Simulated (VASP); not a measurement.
# Ta (Im-3m) in VASP: settings compared

Aim: see how the results for Ta move with the level of theory and the settings. Levels: LDA, PBE, PBEsol, RPBE. Tasks: relaxation of cell and atoms.

All numbers are computed with VASP 6.6.1; they aren't measurements. Logs are shortened: lines on timing, memory, paths and dates and some standing lists are left out, and cuts for length are marked.

## (1) The cell of the first run

Symmetry: Im-3m, No. 229, cubic system. The conventional cell has a = 3.303 Å, b = 3.303 Å, c = 3.303 Å, α = 90.00°, β = 90.00°, γ = 90.00°. Ta (site symmetry m-3m) has 14 Ta at 2.86 to 3.30 Å within 3.8 Å.

## (2) Relaxation of cell and atoms, LDA

INCAR

```
PREC     = Accurate       # precision mode
ENCUT    = 600            # plane-wave cutoff, eV
EDIFF    = 1E-7           # SCF threshold, eV
ISMEAR   = -1             # smearing method
SIGMA    = 0.05           # smearing width, eV
LREAL    = False          # projectors in reciprocal space
LASPH    = True           # aspherical terms in the spheres
NELM     = 80             # most SCF steps
ALGO     = Fast           # electronic algorithm
ISIF     = 3              # what is computed and relaxed
LWAVE    = False          # write WAVECAR
LCHARG   = False          # write CHGCAR
GGA      = CA             # functional
IBRION   = 2              # ionic algorithm
NSW      = 60             # ionic steps
EDIFFG   = -0.01          # ionic threshold
```

KPOINTS

```
Automatic mesh
0
Gamma
  11 11 11
```

POSCAR

```
Ta
1.0
   -1.6512800000      1.6512800000      1.6512800000
    1.6512800000     -1.6512800000      1.6512800000
    1.6512800000      1.6512800000     -1.6512800000
Ta
1
Direct
    0.0000000000      0.0000000000      0.0000000000
```

Potentials or basis: VASP PAW LDA potentials, release 64 (Ta_pv).

On the command line:

```
> cat potpaw_LDA.64/Ta_pv/POTCAR > POTCAR
> mpirun -np 1 vasp_std > vasp.out
```

OUTCAR:

```text
PREC = Accurate
   ENCUT = 600
   EDIFF = 1E-7
   ISMEAR = -1
   LREAL = False
   LASPH = True
   NELM = 80
   ISIF = 3
   GGA = CA
   IBRION = 2
   NSW = 60
   EDIFFG = -0.01

 ion  position               nearest neighbor table
   1  0.000  0.000  0.000-

  LATTYP: Found a body centered cubic cell.
 ALAT       =     3.3025600000

  Lattice vectors:

 A1 = (  -1.6512800000,   1.6512800000,   1.6512800000)
 A2 = (   1.6512800000,  -1.6512800000,   1.6512800000)
 A3 = (   1.6512800000,   1.6512800000,  -1.6512800000)

Analysis of symmetry for initial positions (statically):
=====================================================================
 Subroutine PRICEL returns:
 Original cell was already a primitive cell.

 Routine SETGRP: Setting up the symmetry group for a
 body centered cubic supercell.

 Subroutine GETGRP returns: Found 48 space group operations
 (whereof 48 operations were pure point group operations)
 out of a pool of 48 trial point group operations.

The static configuration has the point symmetry O_h .

Analysis of symmetry for dynamics (positions and initial velocities):
=====================================================================
 Subroutine PRICEL returns:
 Original cell was already a primitive cell.

 Routine SETGRP: Setting up the symmetry group for a
 body centered cubic supercell.

 Subroutine GETGRP returns: Found 48 space group operations
 (whereof 48 operations were pure point group operations)
 out of a pool of 48 trial point group operations.

The dynamic configuration has the point symmetry O_h .

 Subroutine INISYM returns: Found 48 space group operations
 (whereof 48 operations are pure point group operations),
 and found     1 'primitive' translations

----------------------------------------------------------------------------------------

                                     Primitive cell

  volume of cell :      18.0104

  direct lattice vectors                    reciprocal lattice vectors
    -1.651280000  1.651280000  1.651280000     0.000000000  0.302795407  0.302795407
     1.651280000 -1.651280000  1.651280000     0.302795407  0.000000000  0.302795407
     1.651280000  1.651280000 -1.651280000     0.302795407  0.302795407  0.000000000

  length of vectors
     2.860100858  2.860100858  2.860100858     0.428217371  0.428217371  0.428217371

[... 88 lines left out ...]
   PSTRESS=    0.0 pullay stress
   NELECT =      11.0000    total number of electrons
   NUPDOWN=      -1.0000    fix difference up-down
   EMIN   =  10.00;   EMAX   =-10.00  energy-range for DOS
   EFERMI =   0.00;   METHOD = LEGACY
   ISMEAR =    -1;   SIGMA  =   0.05  broadening in eV -4-tet -1-fermi 0-gaus
   EFERMI_NEDOS =   21; number of points for ismear=-14 and -15
   IALGO  =     68    algorithm
   IMIX   =      4    mixing-type and parameters
     AMIX     =   0.40;   BMIX     =  1.00
     AMIX_MAG =   1.60;   BMIX_MAG =  1.00
  volume/ion in A,a.u.               =      18.01       121.54
  Fermi-wavevector in a.u.,A,eV,Ry     =   1.388988  2.624806 26.249534  1.929286
  Thomas-Fermi vector in A             =   2.513061
   LORBIT       =      0    0 simple, 1 ext, 2 COOP (PROOUT), +10 PAW based schemes
   GGA     = CA    functional components
   LHFCALC =     F    Hartree Fock is set to
   AEXX    =    0.0000 exact exchange contribution
   IVDW    =     0    specifies the selected vdW correction
   LEPSILON=     F    determine dielectric tensor
   LRPA    =     F    only Hartree local field effects (RPA)
 conjugate gradient relaxation of ions
 non-spin polarized calculation
 RMM-DIIS sequential band-by-band and
  energy-cutoff  :      600.00
  volume of cell :       18.01
 maximum number of plane-waves:       615
   NGX = 11   NGY = 11   NGZ = 11

--------------------------------------- Ionic step        1  -------------------------------------------

 number of electron      11.0000002 magnetization

 Free energy of the ion-electron system (eV)
  ---------------------------------------------------
  ext. energy  EPLUGINS =         0.00000000
  ---------------------------------------------------
  free energy    TOTEN  =       -12.81889910 eV

  energy without entropy =      -12.81151537  energy(sigma->0) =      -12.81520723

------------------------ aborting loop because EDIFF is reached ----------------------------------------

  FORCE on cell =-STRESS in cart. coord.  units (eV):
  Direction    XX          YY          ZZ          XY          YZ          ZX
  --------------------------------------------------------------------------------------
  -------------------------------------------------------------------------------------
  Total       -0.9703941     -0.9703941     -0.9703941      0.0000000     -0.0000000     -0.0000000
  in kB      -86.3249982    -86.3249982    -86.3249982      0.0000000     -0.0000000     -0.0000000
  external PRESSURE =     -86.3249982 kB  Pullay stress =       0.0000000 kB
[... 92 lines left out ...]
--------------------------------------- Ionic step        4  -------------------------------------------

 number of electron      11.0000000 magnetization

 Free energy of the ion-electron system (eV)
  ---------------------------------------------------
  ext. energy  EPLUGINS =         0.00000000
  ---------------------------------------------------
  free energy    TOTEN  =       -12.83922674 eV

  energy without entropy =      -12.83219177  energy(sigma->0) =      -12.83570926

 E-fermi :   5.7408     XC(G=0): -13.0067

 val. band max:        5.7078617680   @ k =  -0.4545  -0.4545   0.0909
 cond. band min:       5.7998947917   @ k =  -0.1818   0.2727   0.0909
 fundamental gap:      0.0920330237
 Fermi energy:         5.7408433024

 k-point     1 :       0.0000    0.0000    0.0000
  band No.  band energies     occupation
      1     -26.9970      2.00000
      2     -26.9970      2.00000
      3     -26.9970      2.00000
      4      -2.2496      2.00000
      5       6.4102      0.00000
      6       6.4102      0.00000
      7       6.4102      0.00000
      8       9.8185      0.00000
      9       9.8185      0.00000
[... 265 lines left out ...]
 k-point    24 :       0.3636    0.1818    0.0909
  band No.  band energies     occupation
      1     -28.1260      2.00000
      2     -27.6204      2.00000
      3     -27.2240      2.00000
      4       2.8154      2.00000
      5       4.0596      2.00000
      6       5.9304      0.04414
      7      10.2911      0.00000
      8      10.8907      0.00000
      9      15.3289      0.00000

 [... further k-points ...]
[... 5 lines left out ...]
  --------------------------------------------------------------------------------------
  -------------------------------------------------------------------------------------
  Total       -0.0041863     -0.0041863     -0.0041863      0.0000000     -0.0000000      0.0000000
  in kB       -0.3880177     -0.3880177     -0.3880177      0.0000000     -0.0000000      0.0000000
  external PRESSURE =      -0.3880177 kB  Pullay stress =       0.0000000 kB
[... 16 lines left out ...]
  FREE ENERGIE OF THE ION-ELECTRON SYSTEM (eV)
  ---------------------------------------------------
  free  energy   TOTEN  =       -12.8392267387 eV

  energy  without entropy=      -12.8321917740  energy(sigma->0) =      -12.83570926

 reached required accuracy - stopping structural energy minimisation
```

Wall time 36 s (1 thread of AMD EPYC 7R43 (Zen 3), shared host); peak memory 0.11 GiB.

What came out:

- Free energy: -12.8392 eV
- Relaxed volume: 17.29 Å³/atom
- Relaxed cell: a = 2.821 Å, b = 2.821 Å, c = 2.821 Å, α = 109.47°, β = 109.47°, γ = 109.47°
- Space group after relaxing (to 0.05 Å): Im-3m (No. 229)
- Energy gained by relaxing: 20.3 meV/atom
- Ionic steps: 4
- Pressure after relaxing: 0.0 GPa

The path:
```csv
step,energy change (eV),largest force (eV/Å),pressure (GPa),volume (Å³)
1,0.0000,0.0000,-8.63,18.01
2,0.1178,0.0000,28.56,15.60
3,-0.0203,0.0000,-0.38,17.31
4,-0.0203,0.0000,-0.04,17.29
```

Final structure:
```yaml
crystal:
  lattice:
    - [-1.62883, 1.62883, 1.62883]
    - [1.62883, -1.62883, 1.62883]
    - [1.62883, 1.62883, -1.62883]
  atoms:
    - { symbol: Ta, position: [0.00000, 0.00000, 0.00000] }
```

Caveat: spin-orbit coupling is left out, which moves the levels of the heavy elements. Zero-point motion and thermal expansion aren't in these numbers.

## (3) Relaxation of cell and atoms, PBE

INCAR

```
PREC = Accurate
ENCUT = 600
EDIFF = 1E-6
ISMEAR = -1
SIGMA = 0.05
LREAL = F
LASPH = T
NELM = 60
ALGO = Normal
ISIF = 3
LWAVE = F
LCHARG = F
GGA = PE
IBRION = 2
NSW = 60
EDIFFG = -0.01
```

KPOINTS is that of step 2.

POSCAR is that of step 2.

Potentials or basis: VASP PAW PBE potentials, release 64 (Ta_pv).

On the command line:

```
> cat potpaw_PBE.64/Ta_pv/POTCAR > POTCAR
> mpirun -np 1 vasp_std > vasp.out
```

OUTCAR:

```text
PREC = Accurate
   ENCUT = 600
   EDIFF = 1E-6
   ISMEAR = -1
   LREAL = F
   LASPH = T
   NELM = 60
   ISIF = 3
   GGA = PE
   IBRION = 2
   NSW = 60
   EDIFFG = -0.01

 ion  position               nearest neighbor table
   1  0.000  0.000  0.000-

  LATTYP: Found a body centered cubic cell.
 ALAT       =     3.3025600000

  Lattice vectors:

 A1 = (  -1.6512800000,   1.6512800000,   1.6512800000)
 A2 = (   1.6512800000,  -1.6512800000,   1.6512800000)
 A3 = (   1.6512800000,   1.6512800000,  -1.6512800000)

Analysis of symmetry for initial positions (statically):
=====================================================================
 Subroutine PRICEL returns:
 Original cell was already a primitive cell.

 Routine SETGRP: Setting up the symmetry group for a
 body centered cubic supercell.

[... 244 lines left out ...]
 E-fermi :   5.3693     XC(G=0): -12.5477

 val. band max:        5.3270682205   @ k =   0.1818   0.0000   0.0000
 cond. band min:       5.3766048058   @ k =   0.3636   0.1818   0.0909
 fundamental gap:      0.0495365853
 Fermi energy:         5.3692967124

 k-point     1 :       0.0000    0.0000    0.0000
  band No.  band energies     occupation
      1     -27.7456      2.00000
      2     -27.7456      2.00000
      3     -27.7456      2.00000
      4      -2.4874      2.00000
      5       6.1126      0.00000
      6       6.1126      0.00000
      7       6.1126      0.00000
      8       9.3373      0.00000
      9       9.3373      0.00000
[... 265 lines left out ...]
 k-point    24 :       0.3636    0.1818    0.0909
  band No.  band energies     occupation
      1     -28.6705      2.00000
      2     -28.2559      2.00000
      3     -27.9291      2.00000
      4       2.5836      2.00000
      5       3.8233      2.00000
      6       5.3766      0.92705
      7       9.7471      0.00000
      8      10.3097      0.00000
      9      14.3178      0.00000

 [... further k-points ...]
[... 5 lines left out ...]
  --------------------------------------------------------------------------------------
  -------------------------------------------------------------------------------------
  Total       -0.0021018     -0.0021018     -0.0021018      0.0000000      0.0000000     -0.0000000
  in kB       -0.1844293     -0.1844293     -0.1844293      0.0000000      0.0000000     -0.0000000
  external PRESSURE =      -0.1844293 kB  Pullay stress =       0.0000000 kB
[... 16 lines left out ...]
  FREE ENERGIE OF THE ION-ELECTRON SYSTEM (eV)
  ---------------------------------------------------
  free  energy   TOTEN  =       -11.8208645388 eV

  energy  without entropy=      -11.8117465401  energy(sigma->0) =      -11.81630554

 reached required accuracy - stopping structural energy minimisation
```

It took 20 s on 1 thread of AMD EPYC 7R43 (Zen 3), shared host; peak memory 0.12 GiB.

What came out:

```
Free energy                            : -11.8209 eV
Relaxed volume                         : 18.26 Å³/atom
Relaxed cell                           : a = 2.873 Å, b = 2.873 Å, c = 2.873 Å, α = 109.47°, β = 109.47°, γ = 109.47°
Space group after relaxing (to 0.05 Å) : Im-3m (No. 229)
Energy gained by relaxing              : 2.1 meV/atom
Ionic steps                            : 3
Pressure after relaxing                : 0.0 GPa
```

Step by step:
```
step  energy change (eV)  largest force (eV/Å)  pressure (GPa)  volume (Å³)
   1              0.0000                0.0000            2.74        18.01
   2              0.0082                0.0000           -5.62        18.82
   3             -0.0021                0.0000           -0.02        18.26
```

Final structure:
```xyz
1
Lattice="-1.6588 1.6588 1.6588 1.6588 -1.6588 1.6588 1.6588 1.6588 -1.6588" Properties=species:S:1:pos:R:3 pbc="T T T"
Ta    0.0000    0.0000    0.0000
```

Caveat: spin-orbit coupling is left out, which moves the levels of the heavy elements.

## (4) Relaxation of cell and atoms, PBEsol

INCAR

```
ALGO = Normal ; EDIFF = 1E-6
EDIFFG = -0.01 ; ENCUT = 600
GGA = PS ; IBRION = 2
ISIF = 3 ; ISMEAR = -1
LASPH = T ; LCHARG = F
LREAL = F ; LWAVE = F
NELM = 100 ; NSW = 60
PREC = Accurate ; SIGMA = 0.05
```

KPOINTS

```
k-points
0
Gamma
  11 11 11
```

POSCAR is that of step 3.

On the command line:

```
> cat potpaw_PBE.64/Ta_pv/POTCAR > POTCAR
> mpirun -np 1 vasp_std > vasp.out
```

Wall time 20 s (1 thread of AMD EPYC 7R43 (Zen 3), shared host); peak memory 0.12 GiB.

It converged, with:

| Item | Value |
| --- | --- |
| Free energy | -12.5615 eV |
| Relaxed volume | 17.65 Å³/atom |
| Relaxed cell | a = 2.841 Å, b = 2.841 Å, c = 2.841 Å, α = 109.47°, β = 109.47°, γ = 109.47° |
| Space group after relaxing (to 0.05 Å) | Im-3m (No. 229) |
| Energy gained by relaxing | 4.8 meV/atom |
| Ionic steps | 3 |
| Pressure after relaxing | -0.1 GPa |

Step by step:
| step | energy change (eV) | largest force (eV/Å) | pressure (GPa) | volume (Å³) |
| --- | --- | --- | --- | --- |
| 1 | 0.0000 | 0.0000 | -4.16 | 18.01 |
| 2 | 0.0235 | 0.0000 | 11.47 | 16.82 |
| 3 | -0.0048 | 0.0000 | -0.07 | 17.65 |

Final structure:
```yaml
crystal:
  lattice:
    - [-1.64031, 1.64031, 1.64031]
    - [1.64031, -1.64031, 1.64031]
    - [1.64031, 1.64031, -1.64031]
  atoms:
    - { symbol: Ta, position: [0.00000, 0.00000, 0.00000] }
```

Levels at points of the mesh, in eV from the Fermi level:
```
           k point  band 1  band 2  band 3  band 4  band 5  band 6  band 7  band 8  band 9
(0.00, 0.00, 0.00)  -32.94  -32.94  -32.94   -8.00    0.72    0.72    0.72    4.07    4.07
```

Caveat: the PAW data sets were made with another functional, which shifts forces and pressure a little; spin-orbit coupling is left out, which moves the levels of the heavy elements.

(Continued in part 2 of 2.)
